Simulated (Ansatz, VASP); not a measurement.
## LiF: VASP beside Ansatz

```xyz
2
Lattice="0.0000 2.0306 2.0306 2.0306 0.0000 2.0306 2.0306 2.0306 0.0000" Properties=species:S:1:pos:R:3 pbc="T T T"
Li    0.0000    0.0000    0.0000
F     2.0306    2.0306    2.0306
```

Change from the starting cell: volume scaled by 1.025, PAW files.

Alike in both runs: task electric field gradients; functional PBE; k mesh 10 × 10 × 10; occupations fermi-dirac, width 0.03 eV; no spin polarisation.

|  | VASP | Ansatz |
| --- | --- | --- |
| version | VASP 6.6.1 | Ansatz 0.2.0 |
| potentials or method | VASP PAW PBE potentials, release 64 (Li_sv, F) | PAW with Ansatz's default frozen-core files, scalar-relativistic |
| plane-wave cutoff (eV) | 520 | 420 |
| valence electrons in the cell | 10 | 10 |

|  | VASP | Ansatz | Ansatz less VASP |
| --- | --- | --- | --- |
| gap on the k mesh at the Fermi level (eV) | 8.87 | 8.87 | +0.002 |

With one functional, cell and mesh, what is left measures potentials, basis and numerics.

Noted on VASP's run: the cutoff is short for stress, so the pressure is rough.
